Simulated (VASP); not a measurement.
# NiO (Fm-3m) in VASP: notebook

NiO is run at these levels: PBE0, PBE, BLYP+D4; tasks: single point.

All numbers are computed with VASP 6.6.1; they aren't measurements. Logs are shortened: lines on timing, memory, paths and dates and some standing lists are left out, and cuts for length are marked.

### 1 The cell of the first run

Symmetry: Fm-3m, No. 225, cubic system. Conventional cell: a = 4.144 Å, b = 4.144 Å, c = 4.144 Å, α = 90.00°, β = 90.00°, γ = 90.00°. Ni (site symmetry m-3m) has 6 O at 2.07 Å within 2.7 Å. Within 2.7 Å of O (site symmetry m-3m) lie 6 Ni at 2.07 Å.

### 2 Single point, PBE0, collinear spin, ferromagnetic start

File POSCAR:

```
NiO
1.0
    0.0000000000      2.0719018797      2.0719018797
    2.0719018797      0.0000000000      2.0719018797
    2.0719018797      2.0719018797      0.0000000000
Ni O
1 1
Direct
    0.0000000000      0.0000000000      0.0000000000
    0.5000000000      0.5000000000      0.5000000000
```

File INCAR.step1:

```
SYSTEM = NiO
PREC = Accurate
ENCUT = 520
EDIFF = 1E-5
ISMEAR = -1
SIGMA = 0.05
LREAL = .FALSE.
LASPH = .TRUE.
NELM = 150
ALGO = Normal
ISIF = 2
LWAVE = .TRUE.
LCHARG = .FALSE.
ISPIN = 2
MAGMOM = 1 0
LORBIT = 11
LMAXMIX = 4
NBANDS = 19
GGA = PE
```

File INCAR.step2:

```
SYSTEM = NiO
PREC = Accurate
ENCUT = 520
EDIFF = 1E-6
ISMEAR = -1
SIGMA = 0.05
LREAL = .FALSE.
LASPH = .TRUE.
NELM = 150
ALGO = Normal
ISIF = 2
LWAVE = .FALSE.
LCHARG = .FALSE.
ISPIN = 2
MAGMOM = 1 0
LORBIT = 11
LMAXMIX = 4
GGA = PE
LHFCALC = .TRUE.
AEXX = 0.25
PRECFOCK = Normal
NBANDS = 19
ISTART = 1
```

File KPOINTS:

```
Automatic mesh
0
G
  6 6 6
  0 0 0
```

Potentials or basis: VASP PAW PBE potentials, release 64 (Ni, O).

Run with:

```bash
cat potpaw_PBE.64/Ni/POTCAR potpaw_PBE.64/O/POTCAR > POTCAR
cp INCAR.step1 INCAR
mpirun -np 1 vasp_std > vasp.out
cp INCAR.step2 INCAR
mpirun -np 1 vasp_std > vasp.out
```

OUTCAR:

```text
SYSTEM = NiO
   PREC = Accurate
   ENCUT = 520
   EDIFF = 1E-6
   ISMEAR = -1
   LREAL = .FALSE.
   LASPH = .TRUE.
   NELM = 150
   ISIF = 2
   ISPIN = 2
   LORBIT = 11
   GGA = PE
   LHFCALC = .TRUE.
   AEXX = 0.25
   PRECFOCK = Normal
   ISTART = 1

 ion  position               nearest neighbor table
   1  0.000  0.000  0.000-   2 2.07   2 2.07   2 2.07   2 2.07   2 2.07   2 2.07
   2  0.500  0.500  0.500-   1 2.07   1 2.07   1 2.07   1 2.07   1 2.07   1 2.07

  LATTYP: Found a face centered cubic cell.
 ALAT       =     4.1438037594

  Lattice vectors:

 A1 = (   0.0000000000,   2.0719018797,   2.0719018797)
 A2 = (   2.0719018797,   0.0000000000,   2.0719018797)
 A3 = (   2.0719018797,   2.0719018797,   0.0000000000)

Analysis of symmetry for initial positions (statically):
=====================================================================
 Subroutine PRICEL returns:
 Original cell was already a primitive cell.

 Routine SETGRP: Setting up the symmetry group for a
 face centered cubic supercell.

 Subroutine GETGRP returns: Found 48 space group operations
 (whereof 48 operations were pure point group operations)
 out of a pool of 48 trial point group operations.

The static configuration has the point symmetry O_h .

Analysis of symmetry for dynamics (positions and initial velocities):
=====================================================================
 Subroutine PRICEL returns:
 Original cell was already a primitive cell.

 Routine SETGRP: Setting up the symmetry group for a
 face centered cubic supercell.

 Subroutine GETGRP returns: Found 48 space group operations
 (whereof 48 operations were pure point group operations)
 out of a pool of 48 trial point group operations.

The dynamic configuration has the point symmetry O_h .

Analysis of structural, dynamic, and magnetic symmetry:
=====================================================================
 Subroutine PRICEL returns:
 Original cell was already a primitive cell.

 Routine SETGRP: Setting up the symmetry group for a
 face centered cubic supercell.

 Subroutine GETGRP returns: Found 48 space group operations
 (whereof 48 operations were pure point group operations)
 out of a pool of 48 trial point group operations.

The overall configuration has the point symmetry O_h .

 Subroutine INISYM returns: Found 48 space group operations
 (whereof 48 operations are pure point group operations),
 and found     1 'primitive' translations

----------------------------------------------------------------------------------------

                                     Primitive cell

  volume of cell :      17.7884

  direct lattice vectors                    reciprocal lattice vectors
     0.000000000  2.071901880  2.071901880    -0.241324169  0.241324169  0.241324169
     2.071901880  0.000000000  2.071901880     0.241324169 -0.241324169  0.241324169
     2.071901880  2.071901880  0.000000000     0.241324169  0.241324169 -0.241324169

  length of vectors
     2.930111738  2.930111738  2.930111738     0.417985722  0.417985722  0.417985722

  position of ions in fractional coordinates (direct lattice)
     0.000000000  0.000000000  0.000000000
     0.500000000  0.500000000  0.500000000

  ion indices of the primitive-cell ions
   primitive index   ion index
                 1           1
                 2           2

----------------------------------------------------------------------------------------

 KPOINTS: Automatic mesh

Automatic generation of k-mesh.
 Grid dimensions read from file:
 generate k-points for:    6    6    6

 Generating k-lattice:

  Cartesian coordinates                     Fractional coordinates (reciprocal lattice)
    -0.040220695  0.040220695  0.040220695     0.166666667  0.000000000  0.000000000
     0.040220695 -0.040220695  0.040220695     0.000000000  0.166666667  0.000000000
     0.040220695  0.040220695 -0.040220695     0.000000000  0.000000000  0.166666667

  Length of vectors
     0.069664287  0.069664287  0.069664287

  Shift w.r.t. Gamma in fractional coordinates (k-lattice)
     0.000000000  0.000000000  0.000000000

 Subroutine IBZKPT returns following result:
 ===========================================

 Found     16 irreducible k-points:

 Following reciprocal coordinates:
            Coordinates               Weight
  0.000000  0.000000  0.000000      1.000000
  0.166667  0.000000  0.000000      8.000000
  0.333333  0.000000  0.000000      8.000000
  0.500000  0.000000  0.000000      4.000000
  0.166667  0.166667  0.000000      6.000000
  0.333333  0.166667  0.000000     24.000000
[... 8 lines left out ...]
 -0.333333  0.333333  0.166667     24.000000
 -0.333333  0.500000  0.166667     12.000000
   k-points           NKPTS =     16   k-points in BZ     NKDIM =    216   number of bands    NBANDS=     19
   number of dos      NEDOS =    301   number of ions     NIONS =      2
   total plane-waves  NPLWV =  13824
   dimension x,y,z NGX =    24 NGY =   24 NGZ =   24
   dimension x,y,z NGXF=    48 NGYF=   48 NGZF=   48
   ions per type =               1   1
   NGX,Y,Z   is equivalent  to a cutoff of  13.62, 13.62, 13.62 a.u.
   NGXF,Y,Z  is equivalent  to a cutoff of  27.23, 27.23, 27.23 a.u.
 SYSTEM =  NiO
   PREC   = accura    normal or accurate (medium, high low for compatibility)
   ISTART =      1    job   : 0-new  1-cont  2-samecut
   ICHARG =      0    charge: 1-file 2-atom 10-const
   ISPIN  =      2    spin polarized calculation?
   LNONCOLLINEAR =      F non collinear calculations
   LSORBIT =      F    spin-orbit coupling
   LASPH  =      T    aspherical Exc in radial PAW
   ENCUT  =  520.0 eV  38.22 Ry    6.18 a.u.   5.45  5.45  5.45*2*pi/ulx,y,z
   NELM   =    150;   NELMIN=  2; NELMDL=  0     # of ELM steps
   EDIFF  = 0.1E-05   stopping-criterion for ELM
   LREAL  =      F    real-space projection
   EDIFFG = 0.1E-04   stopping-criterion for IOM
   NSW    =      0    number of steps for IOM
   IBRION =     -1    ionic relax: 0-MD 1-quasi-New 2-CG
   NFREE  =      0    steps in history (QN), initial steepest desc. (CG)
   ISIF   =      2    stress and relaxation
   ISYM   =      3    0-nonsym 1-usesym 2-fastsym
   POTIM  = 0.5000    time-step for ionic-motion
   TEBEG  =    0.0;   TEEND  =   0.0 temperature during run
   PSTRESS=    0.0 pullay stress
   NELECT =      16.0000    total number of electrons
   NUPDOWN=      -1.0000    fix difference up-down
   EMIN   =  10.00;   EMAX   =-10.00  energy-range for DOS
   EFERMI =   0.00;   METHOD = LEGACY
   ISMEAR =    -1;   SIGMA  =   0.05  broadening in eV -4-tet -1-fermi 0-gaus
   EFERMI_NEDOS =   21; number of points for ismear=-14 and -15
   IALGO  =     38    algorithm
   IMIX   =      1    mixing-type and parameters
     AMIX     =   0.40;   BMIX     =  1.00
     AMIX_MAG =   1.60;   BMIX_MAG =  1.00
  volume/ion in A,a.u.               =       8.89        60.02
  Fermi-wavevector in a.u.,A,eV,Ry     =   1.580286  2.986307 33.977874  2.497303
  Thomas-Fermi vector in A             =   2.680536
   LORBIT       =     11    0 simple, 1 ext, 2 COOP (PROOUT), +10 PAW based schemes
   GGA     = PE    functional components
   LHFCALC =     T    Hartree Fock is set to
   PRECFOCK=normal    Normal, Fast or Accurate (Low or Medium for compatibility)
   ENCUT4O =  -1.0   cutoff for four orbital integrals eV
   NKREDX  =     1    reduce k-point grid by
   NKREDY  =     1    reduce k-point grid by
   NKREDZ  =     1    reduce k-point grid by
   AEXX    =    0.2500 exact exchange contribution
   HFSCREEN=    0.0000 screening length (either q_TF or 0.3 A-1)
   HFSCREENC=   0.0000 screening length for correlation (either q_TF or 0.3 A-1)
   ENCUTFOCK=  -1.0 apply spherical cutoff to Coloumb kernel
   IVDW    =     0    specifies the selected vdW correction
   LEPSILON=     F    determine dielectric tensor
   LRPA    =     F    only Hartree local field effects (RPA)
 spin polarized calculation
  energy-cutoff  :      520.00
  volume of cell :       17.79
 maximum number of plane-waves:       531
 NGX is ok and might be reduce to    24
  NGX = 18; NGY = 18; NGZ = 18

 number of electron      15.9999991 magnetization       2.0029045

 Free energy of the ion-electron system (eV)
  ---------------------------------------------------
  ext. energy  EPLUGINS =         0.00000000
  ---------------------------------------------------
  free energy    TOTEN  =       -17.41745882 eV

  energy without entropy =      -17.41745882  energy(sigma->0) =      -17.41745882

 E-fermi :   7.3632     XC(G=0): -10.0298

 val. band max:        6.3627580982   @ k =   0.5000   0.0000   0.0000
 cond. band min:      10.0464880744   @ k =   0.0000   0.0000   0.0000
 fundamental gap:      3.6837299761
 Fermi energy:         7.3632184370

 spin component 1

 k-point     1 :       0.0000    0.0000    0.0000
  band No.  band energies     occupation
      1     -15.2491      1.00000
      2       1.2594      1.00000
      3       1.2594      1.00000
      4       2.1528      1.00000
      5       2.1529      1.00000
      6       2.1529      1.00000
[... 11 lines left out ...]
     18      35.8191      0.00000
     19      35.8191      0.00000
[... 312 lines left out ...]
      2      -0.3792      1.00000
      3      -0.1559      1.00000
      4       0.4203      1.00000
      5       2.0985      1.00000
      6       3.0926      1.00000
[... 11 lines left out ...]
     18      42.9407      0.00000
     19      45.7937      0.00000
 Fermi energy:         7.3632184370

 spin component 2

 k-point     1 :       0.0000    0.0000    0.0000
  band No.  band energies     occupation
      1     -14.7091      1.00000
      2       3.3168      1.00000
      3       3.3172      1.00000
      4       3.3173      1.00000
      5       4.6690      1.00000
      6       4.6690      1.00000
[... 11 lines left out ...]
     18      37.1365      0.00000
     19      37.1367      0.00000
[... 313 lines left out ...]
      3       1.1350      1.00000
      4       1.9914      1.00000
      5       4.1166      1.00000
      6       4.4002      1.00000
[... 11 lines left out ...]
     18      43.2107      0.00000
     19      46.1879      0.00000

------------------------ aborting loop because EDIFF is reached ----------------------------------------

  FORCE on cell =-STRESS in cart. coord.  units (eV):
  Direction    XX          YY          ZZ          XY          YZ          ZX
  --------------------------------------------------------------------------------------
  -------------------------------------------------------------------------------------
  Total        0.9428296      0.9428296      0.9428296     -0.0000000      0.0000000      0.0000000
  in kB       84.9192688     84.9192688     84.9192688     -0.0000000      0.0000000      0.0000000
  external PRESSURE =      84.9192688 kB  Pullay stress =       0.0000000 kB

 VOLUME and BASIS-vectors are now :
 -----------------------------------------------------------------------------
  energy-cutoff  :      520.00
  volume of cell :       17.79
      direct lattice vectors                 reciprocal lattice vectors
     0.000000000  2.071901880  2.071901880    -0.241324169  0.241324169  0.241324169
     2.071901880  0.000000000  2.071901880     0.241324169 -0.241324169  0.241324169
     2.071901880  2.071901880  0.000000000     0.241324169  0.241324169 -0.241324169

 POSITION                                       TOTAL-FORCE (eV/Angst)
 -----------------------------------------------------------------------------------
      0.00000      0.00000      0.00000         0.000000      0.000000      0.000000
      2.07190      2.07190      2.07190        -0.000000     -0.000000     -0.000000
 -----------------------------------------------------------------------------------
    total drift:                               -0.000000     -0.000000     -0.000000

  FREE ENERGIE OF THE ION-ELECTRON SYSTEM (eV)
  ---------------------------------------------------
  free  energy   TOTEN  =       -17.4174588182 eV

  energy  without entropy=      -17.4174588181  energy(sigma->0) =      -17.41745882

 total charge

# of ion       s       p       d       tot
------------------------------------------
    1        0.339   0.446   8.158   8.943
    2        1.550   3.531   0.000   5.081
--------------------------------------------------
tot          1.889   3.976   8.158  14.024

 magnetization (x)

# of ion       s       p       d       tot
------------------------------------------
    1        0.006   0.007   1.724   1.737
    2        0.028   0.205   0.000   0.233
--------------------------------------------------
tot          0.034   0.212   1.724   1.970
```

It took 42 min on 1 thread of Intel Xeon Platinum 8375C at 2.90GHz (Ice Lake), shared host; peak memory 0.16 GiB.

What came out:

```
Free energy                                           : -17.4175 eV
Pressure                                              : 8.5 GPa
Band gap on the k mesh                                : 3.68 eV (least direct gap 4.77 eV)
Net moment                                            : 2.00 μB per cell
Site moments                                          : Ni +1.74; O +0.23 μB
Valence electrons inside the program's atomic spheres : Ni 8.94; O 5.08
```

Caveat: the k points lie up to 0.44 Å⁻¹ apart; the PAW data sets were made with another functional, which shifts forces and pressure a little; a cell with one magnetic atom can't hold antiferromagnetic order, which such compounds often take. A k mesh can miss the band edges.

### 3 Single point, PBE, collinear spin, ferromagnetic start

This run uses another cell than the first one, of 9.08 Å³/atom.

File INCAR:

```
SYSTEM = NiO
  ALGO = Normal
  EDIFF = 1E-6
  ENCUT = 520
  GGA = PE
  ISIF = 2
  ISMEAR = -1
  ISPIN = 2
  LASPH = .True.
  LCHARG = .False.
  LMAXMIX = 4
  LORBIT = 11
  LREAL = .False.
  LWAVE = .False.
  MAGMOM = 1 0
  NBANDS = 19
  NELM = 150
  PREC = Accurate
  SIGMA = 0.05
```

File KPOINTS:

```
k-points
0
Gamma
  6 6 6
  0 0 0
```

File POSCAR:

```
NiO
1.0
    0.0000000000      2.0859016414      2.0859016414
    2.0859016414      0.0000000000      2.0859016414
    2.0859016414      2.0859016414      0.0000000000
Ni O
1 1
Direct
    0.0000000000      0.0000000000      0.0000000000
    0.5000000000      0.5000000000      0.5000000000
```

Potentials or basis: VASP PAW PBE potentials, release 64 (Ni, O).

Run with:

```bash
cat potpaw_PBE.64/Ni/POTCAR potpaw_PBE.64/O/POTCAR > POTCAR
mpirun -np 1 vasp_std > vasp.out
```

OUTCAR:

```text
SYSTEM = NiO
   EDIFF = 1E-6
   ENCUT = 520
   GGA = PE
   ISIF = 2
   ISMEAR = -1
   ISPIN = 2
   LASPH = .True.
   LORBIT = 11
   LREAL = .False.
   NELM = 150
   PREC = Accurate

 ion  position               nearest neighbor table
   1  0.000  0.000  0.000-   2 2.09   2 2.09   2 2.09   2 2.09   2 2.09   2 2.09
   2  0.500  0.500  0.500-   1 2.09   1 2.09   1 2.09   1 2.09   1 2.09   1 2.09

  LATTYP: Found a face centered cubic cell.
 ALAT       =     4.1718032828

  Lattice vectors:

 A1 = (   0.0000000000,   2.0859016414,   2.0859016414)
 A2 = (   2.0859016414,   0.0000000000,   2.0859016414)
 A3 = (   2.0859016414,   2.0859016414,   0.0000000000)

[... 907 lines left out ...]
  energy-cutoff  :      520.00
  volume of cell :       18.15
      direct lattice vectors                 reciprocal lattice vectors
     0.000000000  2.085901641  2.085901641    -0.239704495  0.239704495  0.239704495
     2.085901641  0.000000000  2.085901641     0.239704495 -0.239704495  0.239704495
     2.085901641  2.085901641  0.000000000     0.239704495  0.239704495 -0.239704495

 POSITION                                       TOTAL-FORCE (eV/Angst)
 -----------------------------------------------------------------------------------
      0.00000      0.00000      0.00000         0.000000      0.000000      0.000000
      2.08590      2.08590      2.08590         0.000000      0.000000      0.000000
 -----------------------------------------------------------------------------------
    total drift:                                0.000000     -0.000000     -0.000000

  FREE ENERGIE OF THE ION-ELECTRON SYSTEM (eV)
  ---------------------------------------------------
  free  energy   TOTEN  =       -11.4888648521 eV

  energy  without entropy=      -11.4840904914  energy(sigma->0) =      -11.48647767

 total charge

# of ion       s       p       d       tot
------------------------------------------
    1        0.333   0.407   8.253   8.994
    2        1.558   3.422   0.000   4.980
--------------------------------------------------
tot          1.891   3.829   8.253  13.974

 magnetization (x)

# of ion       s       p       d       tot
------------------------------------------
    1        0.011   0.016   1.388   1.415
    2        0.028   0.235   0.000   0.263
--------------------------------------------------
tot          0.038   0.251   1.388   1.678
```

Wall time 7 s (1 thread of Intel Xeon 6975P-C (Granite Rapids), shared host); peak memory 0.14 GiB.

Results:

| Quantity | Value |
| --- | --- |
| Free energy | -11.4889 eV |
| Pressure | 5.4 GPa |
| Net moment | 1.72 μB per cell |
| Site moments | Ni +1.42; O +0.26 μB |
| Valence electrons inside the program's atomic spheres | Ni 8.99; O 4.98 |

Caveat: the k points lie up to 0.43 Å⁻¹ apart; a cell with one magnetic atom can't hold antiferromagnetic order, which such compounds often take; semilocal functionals often make such compounds metallic where correlation or magnetic order opens a gap, which also shifts bond lengths. With open d or f shells a metallic result of PBE can be an artefact of self-interaction; +U or a hybrid may open a gap.

[end of part 1 of 2]
